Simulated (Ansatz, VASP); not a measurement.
**LiBe16: VASP beside Ansatz**

```xyz
17
Lattice="-2.2900 -3.9664 0.0000 3.4350 -1.9832 0.0000 0.0000 0.0000 7.1769" Properties=species:S:1:pos:R:3 pbc="T T T"
Be   -0.8129   -3.1835    0.0482
Be    0.1899   -2.8269    1.8632
Be    0.1144   -4.1168    3.6370
Be    0.1886   -2.8269    5.4086
Be   -1.6455   -1.5743    0.0528
Be    2.3555   -2.6436    1.8790
Be   -1.0278   -2.0857    3.6379
Be    2.3546   -2.6458    5.3993
Be    0.8822   -2.0020    0.0465
Be    1.1886   -0.7359    1.8736
Be    1.2177   -2.0791    3.6370
Be    1.1891   -0.7363    5.4017
Be   -0.0206   -0.3808    0.0500
Be    1.3656   -4.7827    1.8699
Be    0.0939   -0.1106    3.6383
Be    1.3638   -4.7823    5.4056
Li    2.4573   -0.7654    0.0503
```

Alike in both runs: functional PBE; k mesh 5 × 5 × 3; occupations gaussian, width 0.1 eV; no spin polarisation.

Ansatz relaxed the structure, and its values are those at the end. VASP's run is a single point on that final structure, the one shown.

|  | VASP | Ansatz |
| --- | --- | --- |
| version | VASP 6.6.1 | Ansatz 0.2.0 |
| potentials or method | VASP PAW PBE potentials, release 64 (Be, Li_sv), cutoff 520 eV | scalar-relativistic, plane waves, PAW |
| valence electrons in the cell | 35 | 35 |

|  | VASP | Ansatz | Ansatz less VASP |
| --- | --- | --- | --- |
| rms of the force components (eV/Å) | 0.005 | 0.003 | -0.0016 |

Noted on VASP's run: the cutoff is under 1.25 times that of the potentials, so the pressure is a little rough.
